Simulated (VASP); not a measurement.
Crystal: Si3N4.

```
Si N
1.0
     7.61700    0.00000    0.00000
    -3.80850    6.59652    0.00000
     0.00000    0.00000    2.91340
Si N
6 8
Cartesian
  -1.5990 5.0657 0.7284
  2.4304 1.1481 2.1851
  0.2209 2.6789 0.7284
  5.4075 1.5308 2.1851
  1.3781 5.4484 0.7284
  3.5876 3.9176 2.1851
  0.0000 4.3977 0.7284
  3.8085 2.1988 2.1851
  2.3977 0.1979 0.7284
  1.0275 2.1755 2.1851
  6.2467 1.9776 0.7284
  1.4108 6.3986 2.1851
  2.7810 4.4211 0.7284
  -2.4382 4.6190 2.1851
```

Base run:

* Program: VASP 6.6.1
* Functional: r2SCAN
* Potentials or basis: VASP PAW PBE potentials, release 64 (Si, N)
* Cutoff: 520 eV
* k mesh: 4 × 4 × 9
* Occupations: fermi-dirac, width 0.02 eV
* Spin: no spin polarisation

Its results: band gap on the k mesh 4.97 eV, indirect (least direct gap 5.16 eV); pressure -1.8 GPa; largest force 0.052 eV/Å.

Task: The run is repeated on the same cell with these changes: functional from r2SCAN to PBEsol. What comes out?

Result: Band gap on the k mesh 4.18 eV, indirect (least direct gap 4.36 eV); pressure 0.5 GPa; largest force 0.031 eV/Å.

r2SCAN gives the wider gap, since meta-GGAs in the generalised Kohn-Sham scheme recover part of the derivative discontinuity.

Caveats: the PAW data sets were made with another functional, which shifts forces and pressure a little.

A k mesh can miss the band edges.
